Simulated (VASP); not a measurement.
Set up this calculation in VASP 6.6.1, as the native input.

* Task: single point
* Functional: PBEsol
* Potentials or basis: VASP PAW PBE potentials, release 64 (Co_sv)
* Cutoff: 600 eV
* k mesh: 12 × 12 × 7
* Occupations: fermi-dirac, width 0.05 eV
* Spin: collinear spin, ferromagnetic start
* Starting moments: [2.0, 2.0] μB
* Dipole correction: no
* Further INCAR settings: ALGO = Normal; EDIFF = 1e-06; NBANDS = 28

The structure of Co lies in POSCAR:

```
Co
1.0
    2.4706706468      0.0000000000      0.0000000000
   -1.2353353234      2.1396635445      0.0000000000
    0.0000000000      0.0000000000      4.0360182824
Co
2
Direct
    0.3333333333      0.6666666667      0.7401390000
    0.6666666667      0.3333333333      0.2598610000
```

The input as run:

INCAR

```
ALGO = Normal
EDIFF = 1E-6
ENCUT = 600
GGA = PS
GGA_COMPAT = False
ISIF = 2
ISMEAR = -1
ISPIN = 2
LASPH = True
LCHARG = False
LMAXMIX = 4
LORBIT = 11
LREAL = False
LWAVE = False
MAGMOM = 2 2
NBANDS = 28
NELM = 200
PREC = Accurate
SIGMA = 0.05
```

KPOINTS

```
k-points
0
Gamma
  12 12 7
```

Potentials or basis: VASP PAW PBE potentials, release 64 (Co_sv).

Run with:

```console
$ cat potpaw_PBE.64/Co_sv/POTCAR > POTCAR
$ mpirun -np 1 vasp_std > vasp.out
```

Results of the run:

```json
{
 "Pressure": "-9.1 GPa",
 "Largest force": "0.511 eV/Å",
 "Net moment": "3.22 μB per cell",
 "Site moments": "Co +1.67 μB",
 "Valence electrons inside the program's atomic spheres": "Co 15.06"
}
```

Caveat: the cell stands under tension; the PAW data sets were made with another functional, which shifts forces and pressure a little.

Wall time 79 s on 1 thread of Intel(R) Xeon(R) Platinum 8559C (Emerald Rapids), on a shared host, peak memory 0.22 GiB.
